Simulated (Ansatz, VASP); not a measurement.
**One calculation of BN, two programs**

INCAR

```
SYSTEM = BN
PREC = Accurate
ENCUT = 520
EDIFF = 1E-6
ISMEAR = 0
SIGMA = 0.02
LREAL = .FALSE.
LASPH = .TRUE.
NELM = 100
ALGO = Normal
ISIF = 2
LWAVE = .FALSE.
LCHARG = .FALSE.
GGA = PE
NBANDS = 11
```

File KPOINTS:

```
regular mesh
0
G
  12 12 12
  0 0 0
```

File POSCAR:

```
BN
1.0
    0.0000000000      1.8130010000      1.8130010000
    1.8130010000      0.0000000000      1.8130010000
    1.8130010000      1.8130010000      0.0000000000
B N
1 1
Direct
    0.0000000000      0.0000000000      0.0000000000
    0.7300303475      0.7622035233      0.7582542701
```

Input for Ansatz:

```yaml
crystal:
  lattice:
    - [0.0, 1.813001, 1.813001]
    - [1.813001, 0.0, 1.813001]
    - [1.813001, 1.813001, 0.0]
  atoms:
    - { symbol: B, position: [0.0, 0.0, 0.0] }
    - { symbol: "N", position: [0.7300303475, 0.7622035233, 0.7582542701] }
basis:
  ecutwfc: 420
kpoints:
  mp_grid: { grid: [12, 12, 12] }
hamiltonian:
  xc: pbe
scf:
  occupations: { method: gaussian, width: 0.02 }
output:
  forces: true
  stress: true
  eigenvalues: true
  populations: true
```

Change from the starting cell: one atom moved.

Alike in both runs: task single point; functional PBE; k mesh 12 × 12 × 12; occupations gaussian, width 0.02 eV; no spin polarisation.

|  | VASP | Ansatz |
| --- | --- | --- |
| version | VASP 6.6.1 | Ansatz 0.2.0 |
| potentials or method | VASP PAW PBE potentials, release 64 (B, N), cutoff 520 eV | scalar-relativistic, plane waves, PAW |
| valence electrons in the cell | 8 | 8 |

Ansatz gave:

```
gap on the k mesh at the Fermi level (eV)                     : 4.11
least direct gap on the mesh (eV)                             : 8.20
pressure (GPa)                                                : 0.2
traceless stress, the component that is largest in VASP (GPa) : 0.83
rms of the force components (eV/Å)                            : 0.653
```

Q: Estimate VASP's values.

A: gap on the k mesh at the Fermi level (eV): 4.10; least direct gap on the mesh (eV): 8.19; pressure (GPa): 0.4; traceless stress, the component that is largest in VASP (GPa): 0.93; rms of the force components (eV/Å): 0.657.

Atom by atom the forces differ by 0.003 eV/Å (rms over components).
